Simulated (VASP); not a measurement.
# Si6O11 (a cell with a defect) in VASP: further runs

The runs below take Si6O11 (a cell with a defect) through single point, with PBE+D3(BJ).

Everything below comes from runs of VASP 6.6.1. Logs are shortened: lines on timing, memory, paths and dates and some standing lists are left out, and cuts for length are marked.

### Step 1. The cell of the first run

The cell holds a defect, 17 atoms: a = 4.915 Å, b = 5.421 Å, c = 8.513 Å, α = 90.00°, β = 90.00°, γ = 90.00°.

### Step 2. Single point, PBE+D3(BJ) (atom 14 moved 0.125 of the way to it and -0.125 Å across, host rigid)

File INCAR:

```
PREC = Accurate
ENCUT = 520
EDIFF = 1E-6
ISMEAR = 0
SIGMA = 0.05
LREAL = Auto
LASPH = True
NELM = 60
ALGO = Normal
ISIF = 2
LWAVE = False
LCHARG = False
GGA = PE
IVDW = 12
NELECT = 88.0
NBANDS = 59
```

File KPOINTS:

```
regular mesh
0
Gamma
  4 4 2
```

File POSCAR:

```
Si6O11
1.0
   -2.4573906087      4.2563253884      0.0000000000
    0.0000000000      0.0000000000      5.4210324304
    7.3721718262      4.2563253883      0.0000000000
Si O
6 11
Direct
    0.7669799462      0.6666666667      0.2330200538
    0.2669799462      0.6666666667      0.7330200538
    0.9660401075      0.3333333333      0.5000000000
    0.4660401075      0.3333333333      0.0000000000
    0.2669799462      0.0000000000      0.2669799462
    0.7669799462      0.0000000000      0.7669799462
    0.2730030153      0.2203350802      0.1370425925
    0.7730030153      0.2203350802      0.6370425925
    0.0690623811      0.8870017469      0.7949771961
    0.6579346037      0.5536684135      0.0679802114
    0.1579346037      0.5536684135      0.5679802114
    0.0690623811      0.7796649198      0.2050228039
    0.5690623811      0.7796649198      0.7050228039
    0.2058428928      0.0975524532      0.4028439347
    0.6579346037      0.1129982531      0.9320197886
    0.7730030153      0.4463315865      0.3629574075
    0.2730030153      0.4463315865      0.8629574075
```

Potentials or basis: VASP PAW PBE potentials, release 64 (Si, O).

Command:

```bash
$ cat potpaw_PBE.64/Si/POTCAR potpaw_PBE.64/O/POTCAR > POTCAR
$ mpirun -np 1 vasp_std > vasp.out
```

OUTCAR:

```text
PREC = Accurate
   ENCUT = 520
   EDIFF = 1E-6
   ISMEAR = 0
   LREAL = Auto
   LASPH = True
   NELM = 60
   ISIF = 2
   GGA = PE
   IVDW = 12
   NELECT = 88.0
 IVDW          = 12

 ion  position               nearest neighbor table
   1  0.767  0.667  0.233-  12 1.62  10 1.62  16 1.63   5 3.06   5 3.06   3 3.06   4 3.06
   2  0.267  0.667  0.733-  13 1.62  11 1.62  17 1.63   9 1.63   6 3.06   6 3.06   4 3.06   3 3.06

   3  0.966  0.333  0.500-   8 1.62  16 1.62  11 1.63  14 1.93   6 3.06   1 3.06   5 3.06   2 3.06

   4  0.466  0.333  0.000-   7 1.62  17 1.62  15 1.63  10 1.63   5 3.06   2 3.06   6 3.06   1 3.06

   5  0.267  0.000  0.267-  14 1.31   7 1.63  12 1.63   4 3.06   1 3.06   1 3.06   3 3.06
   6  0.767  0.000  0.767-  15 1.62   9 1.62   8 1.63  13 1.63   3 3.06   2 3.06   2 3.06   4 3.06

   7  0.273  0.220  0.137-   4 1.62   5 1.63
   8  0.773  0.220  0.637-   3 1.62   6 1.63
   9  0.069  0.887  0.795-   6 1.62   2 1.63
  10  0.658  0.554  0.068-   1 1.62   4 1.63
  11  0.158  0.554  0.568-   2 1.62   3 1.63
  12  0.069  0.780  0.205-   1 1.62   5 1.63
  13  0.569  0.780  0.705-   2 1.62   6 1.63
  14  0.206  0.098  0.403-   5 1.31   3 1.93
  15  0.658  0.113  0.932-   6 1.62   4 1.63
  16  0.773  0.446  0.363-   3 1.62   1 1.63
  17  0.273  0.446  0.863-   4 1.62   2 1.63

  LATTYP: Found a simple orthorhombic cell.
 ALAT       =     4.9147812175
 B/A-ratio  =     1.1030058492
 C/A-ratio  =     1.7320508076

  Lattice vectors:

 A1 = (  -2.4573906087,   4.2563253884,   0.0000000000)
 A2 = (   0.0000000000,   0.0000000000,   5.4210324304)
 A3 = (   7.3721718262,   4.2563253883,   0.0000000000)

Analysis of symmetry for initial positions (statically):
=====================================================================
 Subroutine PRICEL returns:
 Original cell was already a primitive cell.

 Routine SETGRP: Setting up the symmetry group for a
 simple orthorhombic supercell.

 Subroutine GETGRP returns: Found  1 space group operations
 (whereof  1 operations were pure point group operations)
 out of a pool of  8 trial point group operations.

The static configuration has the point symmetry C_1 .

Analysis of symmetry for dynamics (positions and initial velocities):
=====================================================================
 Subroutine PRICEL returns:
 Original cell was already a primitive cell.

 Routine SETGRP: Setting up the symmetry group for a
 simple orthorhombic supercell.

 Subroutine GETGRP returns: Found  1 space group operations
 (whereof  1 operations were pure point group operations)
 out of a pool of  8 trial point group operations.

The dynamic configuration has the point symmetry C_1 .

 Subroutine INISYM returns: Found  1 space group operations
 (whereof  1 operations are pure point group operations),
 and found     1 'primitive' translations

----------------------------------------------------------------------------------------

                                     Primitive cell

  volume of cell :     226.8042

  direct lattice vectors                    reciprocal lattice vectors
    -2.457390609  4.256325388  0.000000000    -0.101733928  0.176208333  0.000000000
     0.000000000  0.000000000  5.421032430     0.000000000  0.000000000  0.184466707
     7.372171826  4.256325388  0.000000000     0.101733928  0.058736111  0.000000000

  length of vectors
     4.914781217  5.421032430  8.512650777     0.203467857  0.184466707  0.117472222

  position of ions in fractional coordinates (direct lattice)
     0.766979946  0.666666667  0.233020054
     0.266979946  0.666666667  0.733020054
     0.966040107  0.333333333  0.500000000
     0.466040107  0.333333333  0.000000000
     0.266979946  0.000000000  0.266979946
     0.766979946  0.000000000  0.766979946
[... 9 lines left out ...]
     0.773003015  0.446331587  0.362957407
     0.273003015  0.446331587  0.862957407

  ion indices of the primitive-cell ions
   primitive index   ion index
                 1           1
                 2           2
                 3           3
                 4           4
                 5           5
                 6           6
[... 9 lines left out ...]
                16          16
                17          17

----------------------------------------------------------------------------------------

 KPOINTS: regular mesh

Automatic generation of k-mesh.
 Grid dimensions read from file:
 generate k-points for:    4    4    2

 Generating k-lattice:

  Cartesian coordinates                     Fractional coordinates (reciprocal lattice)
    -0.025433482  0.044052083  0.000000000     0.250000000  0.000000000 -0.000000000
     0.000000000  0.000000000  0.046116677     0.000000000  0.250000000  0.000000000
     0.050866964  0.029368055  0.000000000     0.000000000  0.000000000  0.500000000

  Length of vectors
     0.050866964  0.046116677  0.058736111

  Shift w.r.t. Gamma in fractional coordinates (k-lattice)
     0.000000000  0.000000000  0.000000000

 Subroutine IBZKPT returns following result:
 ===========================================

 Found     20 irreducible k-points:

 Following reciprocal coordinates:
            Coordinates               Weight
  0.000000  0.000000  0.000000      1.000000
  0.250000  0.000000 -0.000000      2.000000
  0.500000  0.000000 -0.000000      1.000000
  0.000000  0.250000  0.000000      2.000000
  0.250000  0.250000 -0.000000      2.000000
  0.250000 -0.250000 -0.000000      2.000000
[... 12 lines left out ...]
  0.250000  0.500000  0.500000      2.000000
  0.500000  0.500000  0.500000      1.000000
   k-points           NKPTS =     20   k-points in BZ     NKDIM =     20   number of bands    NBANDS=     59
   number of dos      NEDOS =    301   number of ions     NIONS =     17
   total plane-waves  NPLWV = 102400
   dimension x,y,z NGX =    40 NGY =   40 NGZ =   64
   dimension x,y,z NGXF=    80 NGYF=   80 NGZF=  128
   ions per type =               6  11
   NGX,Y,Z   is equivalent  to a cutoff of  13.53, 12.27, 12.50 a.u.
   NGXF,Y,Z  is equivalent  to a cutoff of  27.06, 24.53, 25.00 a.u.
 SYSTEM =  unknown system
   PREC   = accura    normal or accurate (medium, high low for compatibility)
   ISTART =      0    job   : 0-new  1-cont  2-samecut
   ICHARG =      2    charge: 1-file 2-atom 10-const
   ISPIN  =      1    spin polarized calculation?
   LNONCOLLINEAR =      F non collinear calculations
   LSORBIT =      F    spin-orbit coupling
   LASPH  =      T    aspherical Exc in radial PAW
   ENCUT  =  520.0 eV  38.22 Ry    6.18 a.u.   9.14 10.08 15.83*2*pi/ulx,y,z
   NELM   =     60;   NELMIN=  2; NELMDL= -5     # of ELM steps
   EDIFF  = 0.1E-05   stopping-criterion for ELM
   LREAL  =      T    real-space projection
   EDIFFG = 0.1E-04   stopping-criterion for IOM
   NSW    =      0    number of steps for IOM
   IBRION =     -1    ionic relax: 0-MD 1-quasi-New 2-CG
   NFREE  =      0    steps in history (QN), initial steepest desc. (CG)
   ISIF   =      2    stress and relaxation
   ISYM   =      2    0-nonsym 1-usesym 2-fastsym
   POTIM  = 0.5000    time-step for ionic-motion
   TEBEG  =    0.0;   TEEND  =   0.0 temperature during run
   PSTRESS=    0.0 pullay stress
   NELECT =      88.0000    total number of electrons
   NUPDOWN=      -1.0000    fix difference up-down
   EMIN   =  10.00;   EMAX   =-10.00  energy-range for DOS
   EFERMI =   0.00;   METHOD = LEGACY
   ISMEAR =     0;   SIGMA  =   0.05  broadening in eV -4-tet -1-fermi 0-gaus
   EFERMI_NEDOS =   21; number of points for ismear=-14 and -15
   IALGO  =     38    algorithm
   IMIX   =      4    mixing-type and parameters
     AMIX     =   0.40;   BMIX     =  1.00
     AMIX_MAG =   1.60;   BMIX_MAG =  1.00
  volume/ion in A,a.u.               =      13.34        90.03
  Fermi-wavevector in a.u.,A,eV,Ry     =   1.194040  2.256408 19.398241  1.425730
  Thomas-Fermi vector in A             =   2.330039
   LORBIT       =      0    0 simple, 1 ext, 2 COOP (PROOUT), +10 PAW based schemes
   GGA     = PE    functional components
   LHFCALC =     F    Hartree Fock is set to
   AEXX    =    0.0000 exact exchange contribution
   IVDW    =    12    specifies the selected vdW correction
   LEPSILON=     F    determine dielectric tensor
   LRPA    =     F    only Hartree local field effects (RPA)
 non-spin polarized calculation
 Gauss-broadening in eV      SIGMA  =   0.05
  energy-cutoff  :      520.00
  volume of cell :      226.80
 maximum number of plane-waves:      6164
 NGX is ok and might be reduce to    40
   NGX = 19   NGY = 21   NGZ = 31

 number of electron      88.0000033 magnetization

 Free energy of the ion-electron system (eV)
  ---------------------------------------------------
  ext. energy  EPLUGINS =         0.00000000
  ---------------------------------------------------
  free energy    TOTEN  =      -131.22032334 eV

  energy without entropy =     -131.20769142  energy(sigma->0) =     -131.21400738

 E-fermi :   0.9993     XC(G=0):  -8.8790

 val. band max:        0.9876475286   @ k =   0.2500   0.0000  -0.0000
 cond. band min:       1.0150870513   @ k =   0.0000   0.2500   0.5000
 fundamental gap:      0.0274395227
 Fermi energy:         0.9992713960

 k-point     1 :       0.0000    0.0000    0.0000
  band No.  band energies     occupation
      1     -18.8398      2.00000
      2     -18.0283      2.00000
      3     -17.7935      2.00000
      4     -17.6507      2.00000
      5     -17.3745      2.00000
      6     -16.8519      2.00000
[... 48 lines left out ...]
     55      10.9496      0.00000
     56      11.4144      0.00000

 k-point     2 :       0.2500    0.0000   -0.0000
  band No.  band energies     occupation
      1     -18.7893      2.00000
      2     -18.0900      2.00000
      3     -17.7266      2.00000
      4     -17.6111      2.00000
      5     -17.3419      2.00000
      6     -16.8777      2.00000
[... 48 lines left out ...]
     55      11.0447      0.00000
     56      11.1930      0.00000
[... 1001 lines left out ...]
     55      10.8526      0.00000
     56      11.1000      0.00000

 k-point    20 :       0.5000    0.5000    0.5000
  band No.  band energies     occupation
      1     -18.6726      2.00000
      2     -18.2078      2.00000
      3     -17.6956      2.00000
      4     -17.4276      2.00000
      5     -17.1784      2.00000
      6     -17.1385      2.00000
[... 48 lines left out ...]
     55      11.0554      0.00000
     56      11.2044      0.00000
 [bands above 56 left out]

------------------------ aborting loop because EDIFF is reached ----------------------------------------

 Edisp (eV)   -2.41019

 E8    (eV) :    -0.8267

  FORCE on cell =-STRESS in cart. coord.  units (eV):
  Direction    XX          YY          ZZ          XY          YZ          ZX
  --------------------------------------------------------------------------------------
  -------------------------------------------------------------------------------------
  Total       5.06045   -15.54146   -15.25317     9.89222     6.79749     6.04374
  in kB      35.74774  -109.78711  -107.75058    69.88008    48.01843    42.69384
  external pressure =      -60.60 kB  Pullay stress =        0.00 kB

 VOLUME and BASIS-vectors are now :
 -----------------------------------------------------------------------------
  energy-cutoff  :      520.00
  volume of cell :      226.80
      direct lattice vectors                 reciprocal lattice vectors
    -2.457390609  4.256325388  0.000000000    -0.101733928  0.176208333  0.000000000
     0.000000000  0.000000000  5.421032430     0.000000000  0.000000000  0.184466707
     7.372171826  4.256325388  0.000000000     0.101733928  0.058736111  0.000000000

 POSITION                                       TOTAL-FORCE (eV/Angst)
 -----------------------------------------------------------------------------------
     -0.16691      4.25633      3.61402        -1.729452      0.708793     -2.508142
      4.74788      4.25633      3.61402         0.186178      0.044538     -0.138524
      1.31215      6.23994      1.80701         0.021999      2.059078     -0.284626
     -1.14524      1.98362      1.80701        -0.922684     -1.207210     -0.697147
      1.31215      2.27271      0.00000       -19.279046     -7.497089     -7.267366
      3.76954      6.52903      0.00000         0.137308      0.218495     -0.248549
[... 9 lines left out ...]
      0.77621      4.83502      2.41958        -0.188068     -0.679673      0.291221
      5.69100      4.83502      2.41958         0.211269      0.129259     -0.046574
 -----------------------------------------------------------------------------------
    total drift:                               -0.000821      0.000677     -0.002006

  FREE ENERGIE OF THE ION-ELECTRON SYSTEM (eV)
  ---------------------------------------------------
  free  energy   TOTEN  =      -133.6305157018 eV

  energy  without entropy=     -133.6178837775  energy(sigma->0) =     -133.62419974
```

It took 4.8 min on 1 thread of Intel Xeon 6975P-C (Granite Rapids), shared host; peak memory 0.37 GiB.

What came out:

```
Free energy                : -133.6305 eV
Largest force              : 25.988 eV/Å
Dispersion energy per atom : -0.142 eV
```

Forces in eV/Å, atoms in the order of the input:
```
Si   -1.729   0.709  -2.508
Si    0.186   0.045  -0.139
Si    0.022   2.059  -0.285
Si   -0.923  -1.207  -0.697
Si  -19.279  -7.497  -7.267
Si    0.137   0.218  -0.249
O    -0.558   0.534  -0.696
O    -1.285  -0.058  -0.095
O    -0.038   0.108   0.017
O     0.704   0.802   1.409
O    -0.628  -0.600  -0.733
O     0.014  -0.176  -0.064
O    -0.184   0.025   0.098
O    23.083   5.386  10.657
O     0.454   0.204   0.307
O    -0.188  -0.680   0.291
O     0.211   0.129  -0.047
```

Levels at points of the mesh, in eV from the Fermi level:
```tsv
k point	band 42	band 43	band 44	band 45	band 46	band 47
(0.00, 0.00, 0.00)	-0.56	-0.46	-0.17	-0.02	5.29	6.07
(0.50, 0.00, 0.00)	-0.56	-0.10	-0.04	0.74	3.84	6.92
(0.00, 0.50, 0.00)	-0.39	-0.30	-0.02	0.09	4.58	6.80
(0.50, 0.50, 0.00)	-0.57	-0.50	-0.45	0.57	4.22	6.32
(0.00, 0.00, 0.50)	-0.49	-0.42	-0.17	-0.02	5.29	5.88
(0.50, 0.00, 0.50)	-0.55	-0.12	-0.05	0.75	3.84	6.80
(0.00, 0.50, 0.50)	-0.47	-0.34	-0.01	0.10	4.62	6.81
(0.50, 0.50, 0.50)	-0.58	-0.36	-0.33	0.52	4.22	6.41
```

Caveat: the k points lie up to 0.37 Å⁻¹ apart; the cell carries a net charge on a neutralising background, which shifts energy and pressure; the cell differs from its parent crystal (atom 14 moved 0.125 of the way to it and -0.125 Å across, host rigid); the cell is charged against a uniform background, so pressure and absolute levels hang on convention.

### Step 3. Single point, PBE+D3(BJ) (atom 14 moved 0.875 of the way to it and -0.375 Å across, host rigid)

File INCAR:

```
PREC = Accurate
ENCUT = 520
EDIFF = 1E-7
ISMEAR = 0
SIGMA = 0.05
LREAL = Auto
LASPH = T
NELM = 80
ALGO = Normal
ISIF = 2
LWAVE = F
LCHARG = T
GGA = PE
IVDW = 12
LELF = T
LVHAR = T
NELECT = 88.0
NBANDS = 59
```

File KPOINTS:

```
Automatic mesh
0
Gamma
  4 4 2
```

Edit POSCAR of step 2 so:

```diff
@@ -21,3 +21,3 @@
     0.5690623811      0.7796649198      0.7050228039
-    0.2058428928      0.0975524532      0.4028439347
+    0.5072233598     -0.0463373997      0.2759709307
     0.6579346037      0.1129982531      0.9320197886
```

Potentials or basis: VASP PAW PBE potentials, release 64 (Si, O).

Command:

```bash
$ cat potpaw_PBE.64/Si/POTCAR potpaw_PBE.64/O/POTCAR > POTCAR
$ mpirun -np 1 vasp_std > vasp.out
```

Wall time 3.8 min (1 thread of Intel Xeon 6975P-C (Granite Rapids), shared host); peak memory 0.38 GiB.

The run converged. Its results:

```yaml
Free_energy: -129.6160 eV
Largest_force: 45.762 eV/Å
Dispersion_energy_per_atom: -0.142 eV
```

Forces on the atoms (eV/Å):
```
Si   -0.879  -1.834   0.746
Si    1.291   1.497   0.252
Si    2.346  -0.489   2.623
Si   -0.459  -0.423   0.166
Si   13.592 -36.583   8.730
Si    1.238   0.580  -1.269
O     1.521  -1.933   1.213
O    -1.793  -0.084   0.074
O    -0.463  -0.189   0.011
O     0.941   0.886   1.052
O    -1.387  -1.036  -1.131
O     1.733  -0.442   0.660
O    -0.403  -0.236   0.036
O   -17.338  40.299 -13.020
O    -0.003  -0.011   0.193
O     0.192   0.099  -0.233
O    -0.127  -0.100  -0.104
```

Levels at points of the mesh, in eV from the Fermi level:
| k point | band 41 | band 42 | band 43 | band 44 | band 45 | band 46 | band 47 | band 48 |
| --- | --- | --- | --- | --- | --- | --- | --- | --- |
| (0.00, 0.00, 0.00) | -0.72 | -0.70 | -0.32 | -0.08 | 0.00 | 4.41 | 5.43 | 6.43 |
| (0.50, 0.00, 0.00) | -0.65 | -0.55 | -0.19 | -0.07 | 0.11 | 4.24 | 5.46 | 6.89 |
| (0.00, 0.50, 0.00) | -0.61 | -0.50 | -0.41 | -0.08 | 0.11 | 4.09 | 5.66 | 6.54 |
| (0.50, 0.50, 0.00) | -0.80 | -0.59 | -0.43 | -0.43 | 0.23 | 4.42 | 5.51 | 6.71 |
| (0.00, 0.00, 0.50) | -0.75 | -0.63 | -0.29 | -0.06 | 0.11 | 4.26 | 5.47 | 6.38 |
| (0.50, 0.00, 0.50) | -0.63 | -0.55 | -0.21 | -0.07 | 0.04 | 4.28 | 5.46 | 6.92 |
| (0.00, 0.50, 0.50) | -0.60 | -0.57 | -0.45 | -0.05 | 0.16 | 4.07 | 5.65 | 6.54 |
| (0.50, 0.50, 0.50) | -0.86 | -0.53 | -0.43 | -0.35 | 0.12 | 4.42 | 5.51 | 6.81 |

Caveat: the k points lie up to 0.37 Å⁻¹ apart; the cell carries a net charge on a neutralising background, which shifts energy and pressure; the cell differs from its parent crystal (atom 14 moved 0.875 of the way to it and -0.375 Å across, host rigid); the cell is charged against a uniform background, so pressure and absolute levels hang on convention.

(Part 1 of 2 ends here.)
